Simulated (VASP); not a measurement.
Ti: relaxation of cell and atoms with PBE

Ti:

```
Ti
1.0
     2.95000    0.00000    0.00000
    -1.47500    2.55477    0.00000
     0.00000    0.00000    4.68000
Ti
2
Direct
  0.33333 0.66667 0.25000
  0.66667 0.33333 0.75000
```

| Property | Result |
| --- | --- |
| Program | VASP 6.6.1 |
| Task | relaxation of cell and atoms |
| Functional | PBE |
| Potentials or basis | VASP PAW PBE potentials, release 64 (Ti_sv) |
| Cutoff | 600 eV |
| k mesh | 20 × 20 × 12 |
| Occupations | gaussian, width 0.3 eV |
| Spin | no spin polarisation |
| Target pressure | 2 GPa |
| Dipole correction | no |
| Further INCAR settings | ALGO = Fast; EDIFF = 1e-07; IBRION = 2; EDIFFG = -0.002; NSW = 80; ISIF = 3 |

The relaxed volume is 17.08 Å³/atom, the relaxed cell is a = 2.920 Å, b = 2.920 Å, c = 4.626 Å, α = 90.00°, β = 90.00°, γ = 120.00° and the space group after relaxing (to 0.1 Å) is P6_3/mmc (No. 194). The energy change on relaxing (the run minimises the enthalpy) is +0.6 meV/atom, the ionic steps are 11 and the pressure after relaxing is 2.0 GPa. The band gap on the k mesh is zero (bands 12 and 13 overlap by 1.14 eV).

Step by step:
```tsv
step	energy change (eV)	largest force (eV/Å)	pressure (GPa)	volume (Å³)
1	0.0000	0.0000	-1.56	35.27
2	0.0198	0.0000	5.06	33.31
3	0.0012	0.0000	2.08	34.16
4	0.0009	0.0000	1.91	34.18
5	0.0009	0.0000	1.91	34.18
6	0.0010	0.0000	1.91	34.18
7	0.0010	0.0000	1.91	34.18
8	0.0013	0.0000	1.99	34.16
9	0.0013	0.0000	2.01	34.15
10	0.0013	0.0000	2.02	34.15
11	0.0013	0.0000	2.00	34.15
```

Final structure:
```cif
data_structure
_symmetry_space_group_name_H-M 'P 1'
_symmetry_Int_Tables_number 1
_cell_length_a 2.9198
_cell_length_b 2.9198
_cell_length_c 4.6262
_cell_angle_alpha 90.000
_cell_angle_beta 90.000
_cell_angle_gamma 120.000
_cell_volume 34.15
loop_
_atom_site_label
_atom_site_type_symbol
_atom_site_fract_x
_atom_site_fract_y
_atom_site_fract_z
_atom_site_occupancy
Ti1 Ti 0.33333 0.66667 0.25000 1
Ti2 Ti 0.66667 0.33333 0.75000 1
```

Levels at points of the mesh, in eV from the Fermi level:
```
           k point  band 8  band 9  band 10  band 11  band 12  band 13  band 14  band 15  band 16
(0.00, 0.00, 0.00)  -32.62   -6.22    -2.70     0.82     0.82     0.85     0.94     1.33     1.33
(0.50, 0.00, 0.00)  -32.70   -2.34    -2.17    -1.85    -0.58     0.53     0.68     1.24     3.45
(0.00, 0.00, 0.50)  -32.67   -4.34    -4.34     0.12     0.12     0.72     0.72     0.72     0.72
(0.50, 0.00, 0.50)  -32.79   -2.55    -2.55    -0.80    -0.80     1.41     1.41     1.80     1.80
```

Run time: 79 min on 1 thread of Intel Xeon 8259CL, on a shared host, peak memory 0.35 GiB.

Caveat: the cell is relaxed towards a set pressure, so the run minimises the enthalpy, not the energy; so wide a smearing shifts energies and pressures.
